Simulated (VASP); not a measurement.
# MnS (F-43m) in VASP: further runs

MnS is run at these levels: r2SCAN; tasks: single point.

All numbers are computed with VASP 6.6.1; they aren't measurements. Logs are shortened: lines on timing, memory, paths and dates and some standing lists are left out, and cuts for length are marked.

### Step 1. The cell of the first run

The structure is cubic, space group F-43m (No. 216). Conventional cell: a = 5.647 Å, b = 5.647 Å, c = 5.647 Å, α = 90.00°, β = 90.00°, γ = 90.00°. Mn (site symmetry -43m) has 4 S at 2.45 Å within 3.2 Å. S (site symmetry -43m) has 4 Mn at 2.45 Å within 3.2 Å.

### Step 2. Single point, r2SCAN, collinear spin, ferromagnetic start

File POSCAR:

```
MnS
1.0
    0.0000000000      2.8233573086      2.8233573086
    2.8233573086      0.0000000000      2.8233573086
    2.8233573086      2.8233573086      0.0000000000
Mn S
1 1
Direct
    0.0000000000      0.0000000000      0.0000000000
    0.2500000000      0.2500000000      0.2500000000
```

File INCAR.step1:

```
SYSTEM = MnS
PREC = Accurate
ENCUT = 520
ISMEAR = 0
SIGMA = 0.02
LREAL = .FALSE.
LASPH = .TRUE.
NELM = 150
ISPIN = 2
MAGMOM = 4.76 0.12
LMAXMIX = 4
NBANDS = 20
GGA = PE
ALGO = Normal
EDIFF = 1E-4
LWAVE = .TRUE.
LCHARG = .FALSE.
```

File INCAR.step2:

```
SYSTEM = MnS
PREC = Accurate
ENCUT = 520
EDIFF = 1E-6
ISMEAR = 0
SIGMA = 0.02
LREAL = .FALSE.
LASPH = .TRUE.
NELM = 150
ALGO = Normal
ISIF = 2
LWAVE = .FALSE.
LCHARG = .FALSE.
ISPIN = 2
MAGMOM = 4.76 0.12
LORBIT = 11
LMAXMIX = 4
METAGGA = R2SCAN
LMIXTAU = .TRUE.
NBANDS = 20
ISTART = 1
```

File KPOINTS:

```
regular mesh
0
G
  12 12 12
  0 0 0
```

Potentials or basis: VASP PAW PBE potentials, release 64 (Mn_pv, S).

Run with:

```bash
> cat potpaw_PBE.64/Mn_pv/POTCAR potpaw_PBE.64/S/POTCAR > POTCAR
> cp INCAR.step1 INCAR
> mpirun -np 1 vasp_std > vasp.out
> cp INCAR.step2 INCAR
> mpirun -np 1 vasp_std > vasp.out
```

OUTCAR:

```text
SYSTEM = MnS
   PREC = Accurate
   ENCUT = 520
   EDIFF = 1E-6
   ISMEAR = 0
   LREAL = .FALSE.
   LASPH = .TRUE.
   NELM = 150
   ISIF = 2
   ISPIN = 2
   LORBIT = 11
   METAGGA = R2SCAN
   ISTART = 1

 ion  position               nearest neighbor table
   1  0.000  0.000  0.000-   2 2.45   2 2.45   2 2.45   2 2.45
   2  0.250  0.250  0.250-   1 2.45   1 2.45   1 2.45   1 2.45

  LATTYP: Found a face centered cubic cell.
 ALAT       =     5.6467146172

  Lattice vectors:

 A1 = (   0.0000000000,   2.8233573086,   2.8233573086)
 A2 = (   2.8233573086,   0.0000000000,   2.8233573086)
 A3 = (   2.8233573086,   2.8233573086,   0.0000000000)

Analysis of symmetry for initial positions (statically):
=====================================================================
 Subroutine PRICEL returns:
 Original cell was already a primitive cell.

 Routine SETGRP: Setting up the symmetry group for a
 face centered cubic supercell.

 Subroutine GETGRP returns: Found 24 space group operations
 (whereof 24 operations were pure point group operations)
 out of a pool of 48 trial point group operations.

The static configuration has the point symmetry T_d .

Analysis of symmetry for dynamics (positions and initial velocities):
=====================================================================
 Subroutine PRICEL returns:
 Original cell was already a primitive cell.

 Routine SETGRP: Setting up the symmetry group for a
 face centered cubic supercell.

 Subroutine GETGRP returns: Found 24 space group operations
 (whereof 24 operations were pure point group operations)
 out of a pool of 48 trial point group operations.

The dynamic configuration has the point symmetry T_d .

Analysis of structural, dynamic, and magnetic symmetry:
=====================================================================
 Subroutine PRICEL returns:
 Original cell was already a primitive cell.

 Routine SETGRP: Setting up the symmetry group for a
 face centered cubic supercell.

 Subroutine GETGRP returns: Found 24 space group operations
 (whereof 24 operations were pure point group operations)
 out of a pool of 48 trial point group operations.

The overall configuration has the point symmetry T_d .

 Subroutine INISYM returns: Found 24 space group operations
 (whereof 24 operations are pure point group operations),
 and found     1 'primitive' translations

----------------------------------------------------------------------------------------

                                     Primitive cell

  volume of cell :      45.0119

  direct lattice vectors                    reciprocal lattice vectors
     0.000000000  2.823357309  2.823357309    -0.177094128  0.177094128  0.177094128
     2.823357309  0.000000000  2.823357309     0.177094128 -0.177094128  0.177094128
     2.823357309  2.823357309  0.000000000     0.177094128  0.177094128 -0.177094128

  length of vectors
     3.992830197  3.992830197  3.992830197     0.306736027  0.306736027  0.306736027

  position of ions in fractional coordinates (direct lattice)
     0.000000000  0.000000000  0.000000000
     0.250000000  0.250000000  0.250000000

  ion indices of the primitive-cell ions
   primitive index   ion index
                 1           1
                 2           2

----------------------------------------------------------------------------------------

 KPOINTS: regular mesh

Automatic generation of k-mesh.
 Grid dimensions read from file:
 generate k-points for:   12   12   12

 Generating k-lattice:

  Cartesian coordinates                     Fractional coordinates (reciprocal lattice)
    -0.014757844  0.014757844  0.014757844     0.083333333  0.000000000  0.000000000
     0.014757844 -0.014757844  0.014757844     0.000000000  0.083333333  0.000000000
     0.014757844  0.014757844 -0.014757844     0.000000000  0.000000000  0.083333333

  Length of vectors
     0.025561336  0.025561336  0.025561336

  Shift w.r.t. Gamma in fractional coordinates (k-lattice)
     0.000000000  0.000000000  0.000000000

 Subroutine IBZKPT returns following result:
 ===========================================

 Found     72 irreducible k-points:

 Following reciprocal coordinates:
            Coordinates               Weight
  0.000000  0.000000  0.000000      1.000000
  0.083333  0.000000  0.000000      8.000000
  0.166667  0.000000  0.000000      8.000000
  0.250000  0.000000  0.000000      8.000000
  0.333333  0.000000  0.000000      8.000000
  0.416667  0.000000  0.000000      8.000000
[... 16 lines left out ...]
  0.500000  0.166667  0.000000     24.000000
 -0.416667  0.166667  0.000000     24.000000
 [... further k-points ...]
   k-points           NKPTS =     72   k-points in BZ     NKDIM =     72   number of bands    NBANDS=     20
   number of dos      NEDOS =    301   number of ions     NIONS =      2
   total plane-waves  NPLWV =  27000
   dimension x,y,z NGX =    30 NGY =   30 NGZ =   30
   dimension x,y,z NGXF=    60 NGYF=   60 NGZF=   60
   ions per type =               1   1
   NGX,Y,Z   is equivalent  to a cutoff of  12.49, 12.49, 12.49 a.u.
   NGXF,Y,Z  is equivalent  to a cutoff of  24.98, 24.98, 24.98 a.u.
 SYSTEM =  MnS
   PREC   = accura    normal or accurate (medium, high low for compatibility)
   ISTART =      1    job   : 0-new  1-cont  2-samecut
   ICHARG =      0    charge: 1-file 2-atom 10-const
   ISPIN  =      2    spin polarized calculation?
   LNONCOLLINEAR =      F non collinear calculations
   LSORBIT =      F    spin-orbit coupling
   LASPH  =      T    aspherical Exc in radial PAW
   ENCUT  =  520.0 eV  38.22 Ry    6.18 a.u.   7.42  7.42  7.42*2*pi/ulx,y,z
   NELM   =    150;   NELMIN=  2; NELMDL=  0     # of ELM steps
   EDIFF  = 0.1E-05   stopping-criterion for ELM
   LREAL  =      F    real-space projection
   EDIFFG = 0.1E-04   stopping-criterion for IOM
   NSW    =      0    number of steps for IOM
   IBRION =     -1    ionic relax: 0-MD 1-quasi-New 2-CG
   NFREE  =      0    steps in history (QN), initial steepest desc. (CG)
   ISIF   =      2    stress and relaxation
   ISYM   =      2    0-nonsym 1-usesym 2-fastsym
   POTIM  = 0.5000    time-step for ionic-motion
   TEBEG  =    0.0;   TEEND  =   0.0 temperature during run
   PSTRESS=    0.0 pullay stress
   NELECT =      19.0000    total number of electrons
   NUPDOWN=      -1.0000    fix difference up-down
   EMIN   =  10.00;   EMAX   =-10.00  energy-range for DOS
   EFERMI =   0.00;   METHOD = LEGACY
   ISMEAR =     0;   SIGMA  =   0.02  broadening in eV -4-tet -1-fermi 0-gaus
   EFERMI_NEDOS =   21; number of points for ismear=-14 and -15
   IALGO  =     38    algorithm
   IMIX   =      4    mixing-type and parameters
     AMIX     =   0.40;   BMIX     =  1.00
     AMIX_MAG =   1.60;   BMIX_MAG =  1.00
  volume/ion in A,a.u.               =      22.51       151.88
  Fermi-wavevector in a.u.,A,eV,Ry     =   1.228052  2.320682 20.519115  1.508112
  Thomas-Fermi vector in A             =   2.362992
   LORBIT       =     11    0 simple, 1 ext, 2 COOP (PROOUT), +10 PAW based schemes
   METAGGA = R2SCAN    functional components
   LHFCALC =     F    Hartree Fock is set to
   AEXX    =    0.0000 exact exchange contribution
   IVDW    =     0    specifies the selected vdW correction
   LEPSILON=     F    determine dielectric tensor
   LRPA    =     F    only Hartree local field effects (RPA)
 spin polarized calculation
 Gauss-broadening in eV      SIGMA  =   0.02
  energy-cutoff  :      520.00
  volume of cell :       45.01
 maximum number of plane-waves:      1243
 NGX is ok and might be reduce to    30
   NGX = 15   NGY = 15   NGZ = 15

 number of electron      18.9999993 magnetization       5.0000063

 Free energy of the ion-electron system (eV)
  ---------------------------------------------------
  ext. energy  EPLUGINS =         0.00000000
  ---------------------------------------------------
  free energy    TOTEN  =       -24.88063107 eV

  energy without entropy =      -24.88063107  energy(sigma->0) =      -24.88063107

 E-fermi :   4.2012     XC(G=0):  -9.7468

 val. band max:        4.1132196529   @ k =   0.0000   0.0000   0.0000
 cond. band min:       4.8421484930   @ k =   0.5000   0.5000   0.0000
 fundamental gap:      0.7289288401
 Fermi energy:         4.2012229726

 spin component 1

 k-point     1 :       0.0000    0.0000    0.0000
  band No.  band energies     occupation
      1     -48.9771      1.00000
      2     -48.9771      1.00000
      3     -48.9770      1.00000
      4     -10.1932      1.00000
      5      -1.0517      1.00000
      6      -1.0517      1.00000
[... 12 lines left out ...]
     19      16.4201      0.00000
     20      17.2067      0.00000

 k-point     2 :       0.0833    0.0000    0.0000
  band No.  band energies     occupation
      1     -48.9773      1.00000
      2     -48.9771      1.00000
      3     -48.9770      1.00000
      4     -10.1533      1.00000
      5      -1.1005      1.00000
      6      -1.0337      1.00000
[... 12 lines left out ...]
     19      16.4121      0.00000
     20      17.2393      0.00000
[... 465 lines left out ...]
      3     -48.9777      1.00000
      4      -9.4818      1.00000
      5      -1.5017      1.00000
      6      -0.8730      1.00000
[... 12 lines left out ...]
     19      17.1240      0.00000
     20      18.0995      0.00000

 k-point    24 :      -0.4167    0.1667    0.0000
  band No.  band energies     occupation
      1     -48.9797      1.00000
      2     -48.9781      1.00000
      3     -48.9776      1.00000
      4      -9.4692      1.00000
      5      -1.4509      1.00000
      6      -0.9210      1.00000
[... 12 lines left out ...]
     19      16.8405      0.00000
     20      18.4646      0.00000

 [... further k-points ...]

 spin component 2

 k-point     1 :       0.0000    0.0000    0.0000
  band No.  band energies     occupation
      1     -42.7714      1.00000
      2     -42.7713      1.00000
      3     -42.7713      1.00000
      4      -9.8796      1.00000
      5       0.9537      1.00000
      6       0.9537      1.00000
[... 12 lines left out ...]
     19      17.7329      0.00000
     20      18.4162      0.00000

 k-point     2 :       0.0833    0.0000    0.0000
  band No.  band energies     occupation
      1     -42.7717      1.00000
      2     -42.7714      1.00000
      3     -42.7713      1.00000
      4      -9.8411      1.00000
      5       0.7844      1.00000
      6       0.9576      1.00000
[... 12 lines left out ...]
     19      17.4828      0.00000
     20      18.7780      0.00000
[... 465 lines left out ...]
      3     -42.7724      1.00000
      4      -9.1928      1.00000
      5      -0.7953      1.00000
      6       0.6269      1.00000
[... 12 lines left out ...]
     19      18.2333      0.00000
     20      19.1993      0.00000

 k-point    24 :      -0.4167    0.1667    0.0000
  band No.  band energies     occupation
      1     -42.7759      1.00000
      2     -42.7730      1.00000
      3     -42.7723      1.00000
      4      -9.1804      1.00000
      5      -0.8036      1.00000
      6       0.5550      1.00000
[... 12 lines left out ...]
     19      17.8400      0.00000
     20      19.6586      0.00000

 [... further k-points ...]

------------------------ aborting loop because EDIFF is reached ----------------------------------------

  FORCE on cell =-STRESS in cart. coord.  units (eV):
  Direction    XX          YY          ZZ          XY          YZ          ZX
  --------------------------------------------------------------------------------------
  -------------------------------------------------------------------------------------
  Total        0.0184096      0.0184096      0.0184096      0.0000000      0.0000000      0.0000000
  in kB        0.6552795      0.6552795      0.6552795      0.0000000      0.0000000      0.0000000
  external PRESSURE =       0.6552795 kB  Pullay stress =       0.0000000 kB

 VOLUME and BASIS-vectors are now :
 -----------------------------------------------------------------------------
  energy-cutoff  :      520.00
  volume of cell :       45.01
      direct lattice vectors                 reciprocal lattice vectors
     0.000000000  2.823357309  2.823357309    -0.177094128  0.177094128  0.177094128
     2.823357309  0.000000000  2.823357309     0.177094128 -0.177094128  0.177094128
     2.823357309  2.823357309  0.000000000     0.177094128  0.177094128 -0.177094128

 POSITION                                       TOTAL-FORCE (eV/Angst)
 -----------------------------------------------------------------------------------
      0.00000      0.00000      0.00000         0.000000      0.000000      0.000000
      1.41168      1.41168      1.41168        -0.000000     -0.000000     -0.000000
 -----------------------------------------------------------------------------------
    total drift:                                0.000009      0.000009      0.000009

  FREE ENERGIE OF THE ION-ELECTRON SYSTEM (eV)
  ---------------------------------------------------
  free  energy   TOTEN  =       -24.8806310659 eV

  energy  without entropy=      -24.8806310659  energy(sigma->0) =      -24.88063107

 total charge

# of ion       s       p       d       tot
------------------------------------------
    1        0.266   6.202   4.872  11.340
    2        1.302   2.487   0.000   3.789
--------------------------------------------------
tot          1.568   8.689   4.872  15.129

 magnetization (x)

# of ion       s       p       d       tot
------------------------------------------
    1        0.048   0.061   4.366   4.476
    2        0.013   0.059   0.000   0.072
--------------------------------------------------
tot          0.061   0.120   4.366   4.548
```

Run time: 4.3 min. Hardware: 1 thread of Intel Xeon 6975P-C (Granite Rapids), shared host; peak memory 0.25 GiB.

What came out:

- Free energy: -24.8806 eV
- Pressure: 0.1 GPa
- Band gap on the k mesh: 0.73 eV (least direct gap 1.23 eV)
- Net moment: 5.00 μB per cell
- Site moments: Mn +4.48; S +0.07 μB
- Valence electrons inside the program's atomic spheres: Mn 11.34; S 3.79

Caveat: the PAW data sets were made with another functional, which shifts forces and pressure a little; a cell with one magnetic atom can't hold antiferromagnetic order, which such compounds often take. A k mesh can miss the band edges.

(Part 1 of 3 ends here.)
